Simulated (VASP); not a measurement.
The system is Sr2AlO.

```
Sr Al O
1.0
     5.00332    0.00000    0.00000
    -2.50166    4.33300    0.00000
     0.00000    0.00000    4.14078
Sr Al O
2 1 1
Direct
  0.33333 0.66667 0.50000
  0.66667 0.33333 0.50000
  0.00000 0.00000 0.00000
  0.00000 0.00000 0.50000
```

The cell was built from a structure type or drawn by symmetry, and may not be a known phase.

- Program: VASP 6.6.1
- Task: relaxation of cell and atoms
- Functional: PBE
- Potentials or basis: VASP PAW PBE potentials, release 64 (Sr_sv, Al, O)
- Cutoff: 600 eV
- k mesh: 5 × 5 × 5
- Occupations: gaussian, width 0.2 eV
- Spin: no spin polarisation

At the start: pressure 0.1 GPa; volume 22.44 Å³/atom.

Problem. How do energy, volume and symmetry change on relaxing?

Solution. Over 8 steps the energy falls by 192.9 meV/atom and the volume is 25.41 Å³/atom (+13.2 %); space group P6/mmm (No. 191, to 0.1 Å) before and after.

Step by step:
```
step  energy change (eV)  largest force (eV/Å)  pressure (GPa)  volume (Å³)
   1              0.0000                0.0000            0.06        89.77
   2             -0.4757                0.0000            1.53        89.55
   3             -0.6075                0.0000            4.53        88.92
   4             -0.7621                0.0000            0.74        98.57
   5             -0.7705                0.0000           -0.37       102.41
   6             -0.7708                0.0000           -0.21       101.81
   7             -0.7708                0.0000           -0.13       101.54
   8             -0.7717                0.0000            0.12       101.63
```

Final structure:
```
CELL_PARAMETERS angstrom
5.67654 0.00000 0.00000
-2.83827 4.91602 0.00000
0.00000 0.00000 3.64197
ATOMIC_POSITIONS crystal
Sr 0.33333 0.66667 0.50000
Sr 0.66667 0.33333 0.50000
Al 0.00000 0.00000 0.00000
O 0.00000 0.00000 0.50000
```

Caveat: an odd number of electrons without spin polarisation forces a metal; a magnetic or distorted state may lie lower.
